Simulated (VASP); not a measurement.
Set up this calculation in VASP 6.6.1, as the native input.

```yaml
Task: single point
Functional: PBE
Potentials_or_basis: VASP PAW PBE potentials, release 64 (Pd)
Cutoff: 520 eV
k_mesh: 12 × 8 × 1
Occupations: fermi-dirac, width 0.1 eV
Spin: no spin polarisation
Dipole_correction: yes
Electric_field_eV/Å: 0.2
Further_INCAR_settings: ALGO = Normal; EDIFF = 1e-06; NBANDS = 39; EFIELD = -0.2
```

The structure of Pd lies in POSCAR:

```
Pd
1.0
    2.7903171770      0.0000000000      0.0000000000
    0.0000000000      3.9461043950      0.0000000000
    0.0000000000      0.0000000000     22.9758000000
Pd
6
Direct
    0.2500000000      0.2500000000      0.3520253993
    0.7500000000      0.7500000000      0.4072897129
    0.2500000000      0.2500000000      0.4700204948
    0.7500000000      0.7500000000      0.5299795078
    0.2500000000      0.2500000000      0.5927102866
    0.7500000000      0.7500000000      0.6479745986
```

The input as run:

INCAR

```
SYSTEM = Pd
PREC = Accurate
ENCUT = 520
EDIFF = 1E-6
ISMEAR = -1
SIGMA = 0.1
LREAL = .False.
LASPH = .True.
NELM = 80
ALGO = Normal
ISIF = 2
LWAVE = .False.
LCHARG = .False.
LDIPOL = .True.
IDIPOL = 3
DIPOL = 0.5 0.5 0.500
GGA = PE
EFIELD = -0.2
NBANDS = 39
```

KPOINTS

```
Automatic mesh
0
Gamma
  12 8 1
  0 0 0
```

Potentials or basis: VASP PAW PBE potentials, release 64 (Pd).

Command:

```sh
$ cat potpaw_PBE.64/Pd/POTCAR > POTCAR
$ mpirun -np 1 vasp_std > vasp.out
```

Results of the run:

The largest force is 0.020 eV/Å and the band gap on the k mesh is zero (band 30 reaches 0.51 eV, above the bottom of band 31 at 0.12 eV).

Wall time 21 min on 1 thread of AMD EPYC 7R43 64-Core Processor (Zen 3), on a shared host, peak memory 0.42 GiB.
